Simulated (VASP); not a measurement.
# ZrMo3 (Pm-3n) in VASP: electric field gradients with PBE

Aim: the electric field gradients of ZrMo3 with PBE.

Program: VASP 6.6.1. These are calculated values, not measurements. Logs are shortened: lines on timing, memory, paths and dates and some standing lists are left out, and cuts for length are marked.

**1. The cell of the first run**

Symmetry: Pm-3n, No. 223, cubic system. The conventional cell has a = 4.942 Å, b = 4.942 Å, c = 4.942 Å, α = 90.00°, β = 90.00°, γ = 90.00°. Within 3.6 Å of Zr (site symmetry m-3) lie 12 Mo at 2.76 Å. Within 3.3 Å of Mo (site symmetry -4m2) lie 10 Mo at 2.47 to 3.03 Å and 4 Zr at 2.76 Å.

**2. Electric field gradients, PBE**

File INCAR:

```
PREC = Accurate ; ENCUT = 520
EDIFF = 1E-8 ; ISMEAR = -1
SIGMA = 0.05 ; LREAL = F
LASPH = T ; NELM = 60
ALGO = Normal ; ISIF = 2
LWAVE = F ; LCHARG = F
GGA = PE ; LEFG = T
NBANDS = 64
```

File KPOINTS:

```
regular mesh
0
Gamma
  6 6 6
```

File POSCAR:

```
ZrMo3
1.0
    4.9420000000      0.0000000000      0.0000000000
    0.0000000000      4.9420000000      0.0000000000
    0.0000000000      0.0000000000      4.9420000000
Zr Mo
2 6
Direct
    0.0000000000      0.0000000000      0.0000000000
    0.5000000000      0.5000000000      0.5000000000
    0.2500000000      0.0000000000      0.5000000000
    0.5000000000      0.7500000000      0.0000000000
    0.7500000000      0.0000000000      0.5000000000
    0.5000000000      0.2500000000      0.0000000000
    0.0000000000      0.5000000000      0.7500000000
    0.0000000000      0.5000000000      0.2500000000
```

Potentials or basis: VASP PAW PBE potentials, release 64 (Zr_sv, Mo_sv).

Started as:

```
> cat potpaw_PBE.64/Zr_sv/POTCAR potpaw_PBE.64/Mo_sv/POTCAR > POTCAR
> mpirun -np 1 vasp_std > vasp.out
```

OUTCAR:

```text
PREC = Accurate
   ENCUT = 520
   EDIFF = 1E-8
   ISMEAR = -1
   LREAL = F
   LASPH = T
   NELM = 60
   ISIF = 2
   GGA = PE

 ion  position               nearest neighbor table
   1  0.000  0.000  0.000-   3 2.76   4 2.76   5 2.76   6 2.76   7 2.76   8 2.76   3 2.76   5 2.76
                             7 2.76   8 2.76   4 2.76   6 2.76
   2  0.500  0.500  0.500-   3 2.76   4 2.76   5 2.76   6 2.76   7 2.76   8 2.76   4 2.76   6 2.76
                             3 2.76   5 2.76   7 2.76   8 2.76
   3  0.250  0.000  0.500-   5 2.47   5 2.47   1 2.76   1 2.76   2 2.76   2 2.76   8 3.03   4 3.03
                             4 3.03   6 3.03   6 3.03   7 3.03   8 3.03   7 3.03
   4  0.500  0.750  0.000-   6 2.47   6 2.47   1 2.76   2 2.76   2 2.76   1 2.76   8 3.03   5 3.03
                             3 3.03   5 3.03   3 3.03   7 3.03   7 3.03   8 3.03
   5  0.750  0.000  0.500-   3 2.47   3 2.47   1 2.76   1 2.76   2 2.76   2 2.76   8 3.03   4 3.03
                             4 3.03   6 3.03   6 3.03   7 3.03   8 3.03   7 3.03
   6  0.500  0.250  0.000-   4 2.47   4 2.47   1 2.76   2 2.76   2 2.76   1 2.76   8 3.03   3 3.03
                             3 3.03   5 3.03   5 3.03   7 3.03   7 3.03   8 3.03
   7  0.000  0.500  0.750-   8 2.47   8 2.47   1 2.76   2 2.76   1 2.76   2 2.76   3 3.03   4 3.03
                             5 3.03   3 3.03   5 3.03   6 3.03   4 3.03   6 3.03
   8  0.000  0.500  0.250-   7 2.47   7 2.47   1 2.76   2 2.76   1 2.76   2 2.76   3 3.03   4 3.03
                             5 3.03   3 3.03   5 3.03   6 3.03   4 3.03   6 3.03

  LATTYP: Found a simple cubic cell.
 ALAT       =     4.9420000000

  Lattice vectors:

 A1 = (   4.9420000000,   0.0000000000,   0.0000000000)
 A2 = (   0.0000000000,   4.9420000000,   0.0000000000)
 A3 = (   0.0000000000,   0.0000000000,   4.9420000000)

Analysis of symmetry for initial positions (statically):
=====================================================================
 Subroutine PRICEL returns:
 Original cell was already a primitive cell.

 Routine SETGRP: Setting up the symmetry group for a
 simple cubic supercell.

 Subroutine GETGRP returns: Found 48 space group operations
 (whereof 24 operations were pure point group operations)
 out of a pool of 48 trial point group operations.

The static configuration has the point symmetry T_h .
 The point group associated with its full space group is O_h .

[... 1519 lines left out ...]
  --------------------------------------------------------------------------------------
  -------------------------------------------------------------------------------------
  Total       29.1626207     29.1626207     29.1626207      0.0000000      0.0000000      0.0000000
  in kB      387.1051137    387.1051137    387.1051137      0.0000000      0.0000000      0.0000000
  external PRESSURE =     387.1051137 kB  Pullay stress =       0.0000000 kB

 VOLUME and BASIS-vectors are now :
 -----------------------------------------------------------------------------
  energy-cutoff  :      520.00
  volume of cell :      120.70
      direct lattice vectors                 reciprocal lattice vectors
     4.942000000  0.000000000  0.000000000     0.202347228  0.000000000  0.000000000
     0.000000000  4.942000000  0.000000000     0.000000000  0.202347228  0.000000000
     0.000000000  0.000000000  4.942000000     0.000000000  0.000000000  0.202347228

 POSITION                                       TOTAL-FORCE (eV/Angst)
 -----------------------------------------------------------------------------------
      0.00000      0.00000      0.00000        -0.000000     -0.000000      0.000000
      2.47100      2.47100      2.47100        -0.000000     -0.000000      0.000000
      1.23550      0.00000      2.47100        -0.000000     -0.000000     -0.000000
      2.47100      3.70650      0.00000        -0.000000     -0.000000     -0.000000
      3.70650      0.00000      2.47100         0.000000      0.000000      0.000000
      2.47100      1.23550      0.00000         0.000000      0.000000      0.000000
      0.00000      2.47100      3.70650        -0.000000     -0.000000     -0.000000
      0.00000      2.47100      1.23550         0.000000      0.000000      0.000000
 -----------------------------------------------------------------------------------
    total drift:                                0.000000     -0.000000      0.000000

  FREE ENERGIE OF THE ION-ELECTRON SYSTEM (eV)
  ---------------------------------------------------
  free  energy   TOTEN  =       -78.8690449452 eV

  energy  without entropy=      -78.8220987249  energy(sigma->0) =      -78.84557184

 Electric field gradients (V/A^2)
---------------------------------------------------------------------
 ion       V_xx      V_yy      V_zz      V_xy      V_xz      V_yz
---------------------------------------------------------------------
   1      -0.000     0.000    -0.000    -0.000    -0.000     0.000
   2      -0.000    -0.000    -0.000     0.000    -0.000     0.000
   3     110.043   -55.022   -55.022     0.000     0.000     0.000
   4     -55.022   110.043   -55.022     0.000     0.000     0.000
   5     110.043   -55.022   -55.022     0.000     0.000     0.000
   6     -55.022   110.043   -55.022     0.000     0.000     0.000
   7     -55.022   -55.022   110.043    -0.000     0.000     0.000
   8     -55.022   -55.022   110.043    -0.000    -0.000    -0.000
---------------------------------------------------------------------

 Electric field gradients after diagonalization (V/A^2)
 (convention: |V_zz| > |V_xx| > |V_yy|)
----------------------------------------------------------------------
 ion       V_xx      V_yy      V_zz     asymmetry (V_yy - V_xx)/ V_zz
----------------------------------------------------------------------
   1      -0.000     0.000    -0.000      -0.120
   2      -0.000    -0.000    -0.000      -0.210
   3     -55.022   -55.022   110.043       0.000
   4     -55.022   -55.022   110.043       0.000
   5     -55.022   -55.022   110.043       0.000
   6     -55.022   -55.022   110.043       0.000
   7     -55.022   -55.022   110.043       0.000
   8     -55.022   -55.022   110.043       0.000
----------------------------------------------------------------------

           NMR quadrupolar parameters

 Cq : quadrupolar parameter    Cq=e*Q*V_zz/h
 eta: asymmetry parameters     (V_yy - V_xx)/ V_zz
 Q  : nuclear electric quadrupole moment in mb (millibarn)
----------------------------------------------------------------------
 ion       Cq(MHz)       eta       Q (mb)
----------------------------------------------------------------------
   1      -0.000      -0.120       1.000
   2      -0.000      -0.210       1.000
   3       0.266       0.000       1.000
   4       0.266       0.000       1.000
   5       0.266       0.000       1.000
   6       0.266       0.000       1.000
   7       0.266       0.000       1.000
   8       0.266       0.000       1.000
----------------------------------------------------------------------
```

OSZICAR:

```text
N       E                     dE             d eps       ncg     rms          rms(c)
DAV:   1     0.141772112010E+04    0.14177E+04   -0.66527E+04  2560   0.180E+03
DAV:   2    -0.586499247483E+01   -0.14236E+04   -0.13927E+04  2728   0.568E+02
DAV:   3    -0.786576020956E+02   -0.72793E+02   -0.70072E+02  3840   0.110E+02
DAV:   4    -0.822751387865E+02   -0.36175E+01   -0.35800E+01  3776   0.165E+01
DAV:   5    -0.823649658599E+02   -0.89827E-01   -0.89677E-01  3408   0.242E+00    0.515E+01
DAV:   6    -0.793785444364E+02    0.29864E+01   -0.10079E+01  3040   0.145E+01    0.190E+01
DAV:   7    -0.789109096085E+02    0.46763E+00   -0.23224E+00  3448   0.587E+00    0.484E+00
DAV:   8    -0.788658560156E+02    0.45054E-01   -0.47244E-01  3176   0.241E+00    0.192E+00
DAV:   9    -0.788689182066E+02   -0.30622E-02   -0.33995E-02  3064   0.106E+00    0.403E-01
DAV:  10    -0.788690443235E+02   -0.12612E-03   -0.34073E-03  3648   0.220E-01    0.870E-02
DAV:  11    -0.788690557260E+02   -0.11403E-04   -0.13859E-04  3112   0.642E-02    0.236E-02
DAV:  12    -0.788690459740E+02    0.97519E-05   -0.12945E-05  3216   0.181E-02    0.481E-03
DAV:  13    -0.788690451584E+02    0.81564E-06   -0.72154E-07  3584   0.344E-03    0.149E-03
DAV:  14    -0.788690450162E+02    0.14217E-06   -0.18460E-08  2344   0.610E-04    0.597E-04
DAV:  15    -0.788690449444E+02    0.71861E-07   -0.58584E-09  1760   0.413E-04    0.137E-04
DAV:  16    -0.788690449452E+02   -0.78035E-09   -0.14881E-09  1736   0.155E-04
   1 F= -.78869045E+02 E0= -.78845572E+02  d E =-.469462E-01
```

stdout:

```text
POSCAR found type information on POSCAR ZrMo
 POSCAR found :  2 types and       8 ions
 scaLAPACK will be used
 LDA part: xc-table for (Slater+PW92), standard interpolation
 POSCAR, INCAR and KPOINTS ok, starting setup
 FFT: planning ... GRIDC
 FFT: planning ... GRID_SOFT
 FFT: planning ... GRID
 WAVECAR not read
 entering main loop
ion   1

ion   2

ion   3

ion   4

ion   5

ion   6

ion   7

ion   8
```

Run time: 2.5 min. Hardware: 1 thread of Intel Xeon Platinum 8259CL at 2.50GHz (Skylake/Cascade Lake), shared host; peak memory 0.3 GiB.

What came out:

```
Free energy                             : -78.8690 eV
Pressure                                : 38.7 GPa
Band gap on the k mesh                  : zero (bands 54 and 55 overlap by 0.60 eV)
Largest electric field gradient by atom : Zr -0.0; Mo +110.0 V/Å²
```

Electric field gradients, principal values (V/Å²):
```tsv
atom	least	middle	greatest (by size)
1 Zr	0.000	0.000	0.000
2 Zr	0.000	0.000	0.000
3 Mo	-55.022	-55.022	110.043
4 Mo	-55.022	-55.022	110.043
5 Mo	-55.022	-55.022	110.043
6 Mo	-55.022	-55.022	110.043
7 Mo	-55.022	-55.022	110.043
8 Mo	-55.022	-55.022	110.043
```

Caveat: the cell stands under pressure; without QUAD_EFG the Cq values of the log hold for a quadrupole moment of 1 mb, not for the nuclei.
